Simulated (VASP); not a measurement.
# Sn (I4_1/amd) in VASP: notebook

The runs below take Sn through single point, with PBE.

Everything below comes from runs of VASP 6.6.1. Logs are shortened: lines on timing, memory, paths and dates and some standing lists are left out, and cuts for length are marked.

## 1. The cell of the first run

The structure is tetragonal, space group I4_1/amd (No. 141). The conventional cell has a = 6.334 Å, b = 6.334 Å, c = 2.756 Å, α = 90.00°, β = 90.00°, γ = 90.00°. Sn (site symmetry -4m2) has 6 Sn at 2.76 to 3.24 Å within 3.6 Å.

## 2. Single point, PBE

Input file INCAR:

```
SYSTEM = Sn
PREC = Accurate
ENCUT = 520
EDIFF = 1E-6
ISMEAR = 1
SIGMA = 0.2
LREAL = .False.
LASPH = .True.
NELM = 100
ALGO = Fast
ISIF = 2
LWAVE = .False.
LCHARG = .True.
GGA = PE
LELF = .True.
LVHAR = .True.
NBANDS = 21
```

Input file KPOINTS:

```
Automatic mesh
0
Gamma
  18 18 18
  0 0 0
```

Input file POSCAR:

```
Sn
1.0
   -3.1671702952      3.1671702952      1.3782366739
    3.1671702952     -3.1671702952      1.3782366739
    3.1671702952      3.1671702952     -1.3782366739
Sn
2
Direct
    0.7500000000      0.2500000000      0.5000000000
    0.0000000000      0.0000000000      0.0000000000
```

Potentials or basis: VASP PAW PBE potentials, release 64 (Sn_d).

Command:

```sh
> cat potpaw_PBE.64/Sn_d/POTCAR > POTCAR
> mpirun -np 1 vasp_std > vasp.out
```

OUTCAR:

```text
SYSTEM = Sn
   PREC = Accurate
   ENCUT = 520
   EDIFF = 1E-6
   ISMEAR = 1
   LREAL = .False.
   LASPH = .True.
   NELM = 100
   ISIF = 2
   GGA = PE

 ion  position               nearest neighbor table
   1  0.750  0.250  0.500-   2 3.24   2 3.24   2 3.24   2 3.24
   2  0.000  0.000  0.000-   1 3.24   1 3.24   1 3.24   1 3.24

  LATTYP: Found a body centered tetragonal cell.
 ALAT       =     6.3343405904
 C/A-ratio  =     0.4351634252

  Lattice vectors:

 A1 = (  -3.1671702952,   3.1671702952,   1.3782366739)
 A2 = (   3.1671702952,  -3.1671702952,   1.3782366739)
 A3 = (   3.1671702952,   3.1671702952,  -1.3782366739)

Analysis of symmetry for initial positions (statically):
=====================================================================
 Subroutine PRICEL returns:
 Original cell was already a primitive cell.

 Routine SETGRP: Setting up the symmetry group for a
 body centered tetragonal supercell.

 Subroutine GETGRP returns: Found 16 space group operations
 (whereof  8 operations were pure point group operations)
 out of a pool of 16 trial point group operations.

The static configuration has the point symmetry D_2d.
 The point group associated with its full space group is D_4h.

Analysis of symmetry for dynamics (positions and initial velocities):
=====================================================================
 Subroutine PRICEL returns:
 Original cell was already a primitive cell.

 Routine SETGRP: Setting up the symmetry group for a
 body centered tetragonal supercell.

 Subroutine GETGRP returns: Found 16 space group operations
 (whereof  8 operations were pure point group operations)
 out of a pool of 16 trial point group operations.

The dynamic configuration has the point symmetry D_2d.
 The point group associated with its full space group is D_4h.

 Subroutine INISYM returns: Found 16 space group operations
 (whereof  8 operations are pure point group operations),
 and found     1 'primitive' translations

----------------------------------------------------------------------------------------

                                     Primitive cell

  volume of cell :      55.3002

  direct lattice vectors                    reciprocal lattice vectors
    -3.167170295  3.167170295  1.378236674     0.000000000  0.157869629  0.362782394
     3.167170295 -3.167170295  1.378236674     0.157869629  0.000000000  0.362782394
     3.167170295  3.167170295 -1.378236674     0.157869629  0.157869629  0.000000000

  length of vectors
     4.686306828  4.686306828  4.686306828     0.395643634  0.395643634  0.223261371

  position of ions in fractional coordinates (direct lattice)
     0.750000000  0.250000000  0.500000000
     0.000000000  0.000000000  0.000000000

  ion indices of the primitive-cell ions
   primitive index   ion index
                 1           1
                 2           2

----------------------------------------------------------------------------------------

 KPOINTS: Automatic mesh

Automatic generation of k-mesh.
 Grid dimensions read from file:
 generate k-points for:   18   18   18

 Generating k-lattice:

  Cartesian coordinates                     Fractional coordinates (reciprocal lattice)
     0.000000000  0.008770535  0.020154577     0.055555556 -0.000000000  0.000000000
     0.008770535  0.000000000  0.020154577    -0.000000000  0.055555556  0.000000000
     0.008770535  0.008770535  0.000000000     0.000000000  0.000000000  0.055555556

  Length of vectors
     0.021980202  0.021980202  0.012403409

  Shift w.r.t. Gamma in fractional coordinates (k-lattice)
     0.000000000  0.000000000  0.000000000

 Subroutine IBZKPT returns following result:
 ===========================================

 Found    480 irreducible k-points:

 Following reciprocal coordinates:
            Coordinates               Weight
  0.000000  0.000000  0.000000      1.000000
  0.055556  0.000000  0.000000      8.000000
  0.111111  0.000000  0.000000      8.000000
  0.166667 -0.000000  0.000000      8.000000
  0.222222  0.000000 -0.000000      8.000000
  0.277778  0.000000 -0.000000      8.000000
[... 16 lines left out ...]
 -0.277778  0.055556  0.000000     16.000000
 -0.222222  0.055556  0.000000     16.000000
 [... further k-points ...]
   k-points           NKPTS =    480   k-points in BZ     NKDIM =    480   number of bands    NBANDS=     21
   number of dos      NEDOS =    301   number of ions     NIONS =      2
   total plane-waves  NPLWV =  46656
   dimension x,y,z NGX =    36 NGY =   36 NGZ =   36
   dimension x,y,z NGXF=    72 NGYF=   72 NGZF=   72
   ions per type =               2
   NGX,Y,Z   is equivalent  to a cutoff of  12.77, 12.77, 12.77 a.u.
   NGXF,Y,Z  is equivalent  to a cutoff of  25.54, 25.54, 25.54 a.u.
 SYSTEM =  Sn
   PREC   = accura    normal or accurate (medium, high low for compatibility)
   ISTART =      0    job   : 0-new  1-cont  2-samecut
   ICHARG =      2    charge: 1-file 2-atom 10-const
   ISPIN  =      1    spin polarized calculation?
   LNONCOLLINEAR =      F non collinear calculations
   LSORBIT =      F    spin-orbit coupling
   LASPH  =      T    aspherical Exc in radial PAW
   ENCUT  =  520.0 eV  38.22 Ry    6.18 a.u.   8.71  8.71  8.71*2*pi/ulx,y,z
   NELM   =    100;   NELMIN=  2; NELMDL= -5     # of ELM steps
   EDIFF  = 0.1E-05   stopping-criterion for ELM
   LREAL  =      F    real-space projection
   EDIFFG = 0.1E-04   stopping-criterion for IOM
   NSW    =      0    number of steps for IOM
   IBRION =     -1    ionic relax: 0-MD 1-quasi-New 2-CG
   NFREE  =      0    steps in history (QN), initial steepest desc. (CG)
   ISIF   =      2    stress and relaxation
   ISYM   =      2    0-nonsym 1-usesym 2-fastsym
   POTIM  = 0.5000    time-step for ionic-motion
   TEBEG  =    0.0;   TEEND  =   0.0 temperature during run
   PSTRESS=    0.0 pullay stress
   NELECT =      28.0000    total number of electrons
   NUPDOWN=      -1.0000    fix difference up-down
   EMIN   =  10.00;   EMAX   =-10.00  energy-range for DOS
   EFERMI =   0.00;   METHOD = LEGACY
   ISMEAR =     1;   SIGMA  =   0.20  broadening in eV -4-tet -1-fermi 0-gaus
   EFERMI_NEDOS =   21; number of points for ismear=-14 and -15
   IALGO  =     68    algorithm
   IMIX   =      4    mixing-type and parameters
     AMIX     =   0.40;   BMIX     =  1.00
     AMIX_MAG =   1.60;   BMIX_MAG =  1.00
  volume/ion in A,a.u.               =      27.65       186.59
  Fermi-wavevector in a.u.,A,eV,Ry     =   1.304824  2.465760 23.164816  1.702566
  Thomas-Fermi vector in A             =   2.435734
   LORBIT       =      0    0 simple, 1 ext, 2 COOP (PROOUT), +10 PAW based schemes
   GGA     = PE    functional components
   LHFCALC =     F    Hartree Fock is set to
   AEXX    =    0.0000 exact exchange contribution
   IVDW    =     0    specifies the selected vdW correction
   LEPSILON=     F    determine dielectric tensor
   LRPA    =     F    only Hartree local field effects (RPA)
 non-spin polarized calculation
 RMM-DIIS sequential band-by-band and
 Methfessel and Paxton  Order N= 1 SIGMA  =   0.20
  energy-cutoff  :      520.00
  volume of cell :       55.30
 maximum number of plane-waves:      1517
   NGX = 17   NGY = 17   NGZ = 17

 number of electron      27.9999997 magnetization

 Free energy of the ion-electron system (eV)
  ---------------------------------------------------
  ext. energy  EPLUGINS =         0.00000000
  ---------------------------------------------------
  free energy    TOTEN  =        -7.11497404 eV

  energy without entropy =       -7.11469449  energy(sigma->0) =       -7.11488086

 E-fermi :   7.7923     XC(G=0): -10.1742

 val. band max:        7.7906642764   @ k =  -0.2222   0.2222   0.1667
 cond. band min:       7.7928232192   @ k =  -0.2222  -0.2778   0.2222
 fundamental gap:      0.0021589429
 Fermi energy:         7.7923052369

 k-point     1 :       0.0000    0.0000    0.0000
  band No.  band energies     occupation
      1     -14.2056      2.00000
      2     -14.1768      2.00000
      3     -13.8793      2.00000
      4     -13.7941      2.00000
      5     -13.6450      2.00000
      6     -13.5689      2.00000
[... 13 lines left out ...]
     20      18.8283      0.00000
     21      18.8568      0.00000

 k-point     2 :       0.0556    0.0000    0.0000
  band No.  band energies     occupation
      1     -14.1824      2.00000
      2     -14.1530      2.00000
      3     -13.8760      2.00000
      4     -13.7917      2.00000
      5     -13.6449      2.00000
      6     -13.5810      2.00000
[... 13 lines left out ...]
     20      17.9274      0.00000
     21      18.0073      0.00000

 k-point     3 :       0.1111    0.0000    0.0000
  band No.  band energies     occupation
      1     -14.1154      2.00000
      2     -14.0844      2.00000
      3     -13.8663      2.00000
      4     -13.7846      2.00000
      5     -13.6448      2.00000
      6     -13.6125      2.00000
[... 13 lines left out ...]
     20      16.1693      0.00000
     21      16.9064      0.00000

 k-point     4 :       0.1667   -0.0000    0.0000
  band No.  band energies     occupation
      1     -14.0126      2.00000
      2     -13.9797      2.00000
      3     -13.8507      2.00000
      4     -13.7739      2.00000
      5     -13.6585      2.00000
      6     -13.6550      2.00000
[... 13 lines left out ...]
     20      16.0399      0.00000
     21      17.4726      0.00000

 k-point     5 :       0.2222    0.0000   -0.0000
  band No.  band energies     occupation
      1     -13.8873      2.00000
      2     -13.8633      2.00000
      3     -13.8209      2.00000
      4     -13.7609      2.00000
      5     -13.7125      2.00000
      6     -13.7030      2.00000
[... 13 lines left out ...]
     20      16.3553      0.00000
     21      16.4367      0.00000

 k-point     6 :       0.2778    0.0000   -0.0000
  band No.  band energies     occupation
      1     -13.8303      2.00000
      2     -13.7771      2.00000
      3     -13.7732      2.00000
      4     -13.7507      2.00000
      5     -13.7423      2.00000
      6     -13.7247      2.00000
[... 13 lines left out ...]
     20      15.5033      0.00000
     21      15.8385      0.00000

 k-point     7 :       0.3333    0.0000   -0.0000
  band No.  band energies     occupation
      1     -13.8406      2.00000
      2     -13.8245      2.00000
      3     -13.7964      2.00000
      4     -13.7702      2.00000
      5     -13.7694      2.00000
      6     -13.7290      2.00000
[... 13 lines left out ...]
     20      14.9816      0.00000
     21      15.5327      0.00000
[... 291 lines left out ...]
      1     -13.8689      2.00000
      2     -13.8626      2.00000
      3     -13.8440      2.00000
      4     -13.8080      2.00000
      5     -13.7505      2.00000
      6     -13.7122      2.00000
[... 13 lines left out ...]
     20      15.3836      0.00000
     21      16.1724      0.00000

 k-point    21 :      -0.3889    0.0556    0.0000
  band No.  band energies     occupation
      1     -13.8388      2.00000
      2     -13.8240      2.00000
      3     -13.8023      2.00000
      4     -13.7713      2.00000
      5     -13.7609      2.00000
      6     -13.7238      2.00000
[... 13 lines left out ...]
     20      15.3829      0.00000
     21      15.5318      0.00000

 k-point    22 :      -0.3333    0.0556    0.0000
  band No.  band energies     occupation
      1     -13.8253      2.00000
      2     -13.7805      2.00000
      3     -13.7690      2.00000
      4     -13.7583      2.00000
      5     -13.7367      2.00000
      6     -13.7263      2.00000
[... 13 lines left out ...]
     20      15.5515      0.00000
     21      16.2699      0.00000

 k-point    23 :      -0.2778    0.0556    0.0000
  band No.  band energies     occupation
      1     -13.8871      2.00000
      2     -13.8601      2.00000
      3     -13.8197      2.00000
      4     -13.7564      2.00000
      5     -13.7112      2.00000
      6     -13.6982      2.00000
[... 13 lines left out ...]
     20      16.4484      0.00000
     21      16.7705      0.00000

 k-point    24 :      -0.2222    0.0556    0.0000
  band No.  band energies     occupation
      1     -14.0119      2.00000
      2     -13.9806      2.00000
      3     -13.8444      2.00000
      4     -13.7695      2.00000
      5     -13.6580      2.00000
      6     -13.6522      2.00000
[... 13 lines left out ...]
     20      16.3066      0.00000
     21      18.0455      0.00000

 [... further k-points ...]

------------------------ aborting loop because EDIFF is reached ----------------------------------------

  FORCE on cell =-STRESS in cart. coord.  units (eV):
  Direction    XX          YY          ZZ          XY          YZ          ZX
  --------------------------------------------------------------------------------------
  -------------------------------------------------------------------------------------
  Total       -0.5556616     -0.5556616      7.2737416      0.0000000      0.0000000     -0.0000000
  in kB      -16.0988301    -16.0988301    210.7375025      0.0000000      0.0000000     -0.0000000
  external PRESSURE =      59.5132808 kB  Pullay stress =       0.0000000 kB

 VOLUME and BASIS-vectors are now :
 -----------------------------------------------------------------------------
  energy-cutoff  :      520.00
  volume of cell :       55.30
      direct lattice vectors                 reciprocal lattice vectors
    -3.167170295  3.167170295  1.378236674     0.000000000  0.157869629  0.362782394
     3.167170295 -3.167170295  1.378236674     0.157869629  0.000000000  0.362782394
     3.167170295  3.167170295 -1.378236674     0.157869629  0.157869629  0.000000000

 POSITION                                       TOTAL-FORCE (eV/Angst)
 -----------------------------------------------------------------------------------
      0.00000      3.16717      0.68912         0.000000     -0.000000     -0.000000
      0.00000      0.00000      0.00000        -0.000000      0.000000      0.000000
 -----------------------------------------------------------------------------------
    total drift:                               -0.000000      0.000000     -0.000000

  FREE ENERGIE OF THE ION-ELECTRON SYSTEM (eV)
  ---------------------------------------------------
  free  energy   TOTEN  =        -7.1149740438 eV

  energy  without entropy=       -7.1146944949  energy(sigma->0) =       -7.11488086
```

Run time: 15 min. Hardware: 1 thread of Intel Xeon 8259CL, shared host; peak memory 0.55 GiB.

Results:

```yaml
Free_energy: -7.1150 eV
Pressure: 6.0 GPa
Band_gap_on_the_k_mesh: zero (bands 14 and 15 overlap by 2.66 eV)
```

Stress tensor (GPa, compression positive):
```
-1.61  0.00  0.00
 0.00 -1.61  0.00
 0.00  0.00 21.07
```

Levels at points of the mesh, in eV from the Fermi level:
```
           k point  band 10  band 11  band 12  band 13  band 14  band 15  band 16  band 17  band 18  band 19
(0.00, 0.00, 0.00)   -21.36   -11.22    -6.01    -2.82    -2.82     2.30     3.86     3.86     7.45     7.96
(0.50, 0.00, 0.00)   -21.15    -5.25    -4.64    -2.50    -2.35     0.06     2.80     2.88     4.35     6.41
(0.50, 0.50, 0.00)   -21.35    -9.44    -9.44    -0.66    -0.66    -0.22    -0.22     8.43     8.43    10.31
(0.50, 0.50, 0.50)   -21.36    -8.67    -8.67    -4.93    -4.93     5.96     5.96     9.68     9.68    10.72
```

Caveat: the cell stands under pressure; spin-orbit coupling is left out, which moves the levels of the heavy elements.

## 3. Single point, PBE

This run uses another cell than the first one, of the same volume but with other edges.

Input file INCAR:

```
SYSTEM = Sn
PREC = Accurate ; ENCUT = 520
EDIFF = 1E-6 ; ISMEAR = 1
SIGMA = 0.2 ; LREAL = .False.
LASPH = .True. ; NELM = 60
ALGO = Fast ; ISIF = 2
LWAVE = .False. ; LCHARG = .False.
GGA = PE ; NBANDS = 21
```

Input file KPOINTS:

```
regular mesh
0
Gamma
  18 18 18
  0 0 0
```

Input file POSCAR:

```
Sn
1.0
   -2.6939340552      2.6939340552      1.9049900525
    2.6939340552     -2.6939340552      1.9049900525
    2.6939340552      2.6939340552     -1.9049900525
Sn
2
Direct
    0.7500000000      0.2500000000      0.5000000000
    0.0000000000      0.0000000000      0.0000000000
```

Potentials or basis: VASP PAW PBE potentials, release 64 (Sn_d).

Command:

```sh
> cat potpaw_PBE.64/Sn_d/POTCAR > POTCAR
> mpirun -np 1 vasp_std > vasp.out
```

Wall time 9.9 min (1 thread of Intel Xeon 8259CL, shared host); peak memory 0.52 GiB.

The run converged. Its results:

| Item | Value |
| --- | --- |
| Free energy | -7.2636 eV |
| Pressure | 5.6 GPa |
| Band gap on the k mesh | zero (bands 14 and 15 overlap by 4.56 eV) |

Stress tensor (GPa, compression positive):
```
 8.37  0.00  0.00
 0.00  8.37  0.00
 0.00  0.00 -0.02
```

Levels at points of the mesh, in eV from the Fermi level:
```csv
k point,band 11,band 12,band 13,band 14,band 15,band 16,band 17,band 18
"(0.00, 0.00, 0.00)",-11.16,-1.30,-1.06,-1.06,3.70,3.81,4.05,6.10
"(0.50, 0.00, 0.00)",-8.28,-6.14,-1.95,-1.72,-0.86,2.15,3.50,5.62
"(0.50, 0.50, 0.00)",-8.48,-8.48,0.73,0.73,3.26,3.26,4.00,4.00
"(0.50, 0.50, 0.50)",-6.64,-6.64,-4.51,-4.51,1.30,1.30,10.41,10.41
```

Caveat: the cell stands under pressure; spin-orbit coupling is left out, which moves the levels of the heavy elements.
